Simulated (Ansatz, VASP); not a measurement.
# One calculation of CdI2, two programs

```xyz
3
Lattice="4.1574 0.0000 0.0000 -2.0787 3.6004 0.0000 0.0000 0.0000 6.7190" Properties=species:S:1:pos:R:3 pbc="T T T"
Cd    0.0000    0.0000    0.0000
I     0.0000    2.4003    1.6744
I     2.0787    1.2001    5.0446
```

Change from the starting cell: volume scaled by 0.94, PAW files.

Alike in both runs: task electric field gradients; functional PBEsol; k mesh 8 × 8 × 5; occupations fermi-dirac, width 0.03 eV; no spin polarisation.

```csv
,VASP,Ansatz
version,VASP 6.6.1,Ansatz 0.2.0
potentials or method,"VASP PAW PBE potentials, release 64 (Cd, I)","PAW with Ansatz's default frozen-core files, scalar-relativistic"
plane-wave cutoff (eV),400,420
valence electrons in the cell,26,54
```

|  | VASP | Ansatz | Ansatz less VASP |
| --- | --- | --- | --- |
| gap on the k mesh at the Fermi level (eV) | 2.33 | 2.34 | +0.012 |
| pressure (GPa) | 2.0 | 2.0 | +0.02 |
| traceless stress, the component that is largest in VASP (GPa) | 0.06 | 0.07 | +0.014 |
| rms of the force components (eV/Å) | 0.145 | 0.130 | -0.0149 |
| size of Vzz on the site where it differs most (V/Å²) | 56.7 | 58.0 | +1.28 |

VASP's potentials were made for PBE, not for PBEsol. Atom by atom the forces differ by 0.015 eV/Å (rms over components). The functional is the same, so the differences come from potentials, cutoffs and numerics. VASP's potentials hold 26 valence electrons a cell and Ansatz's 54, so a difference there can come from the potentials and not from the codes.

Spin-orbit coupling is off throughout.
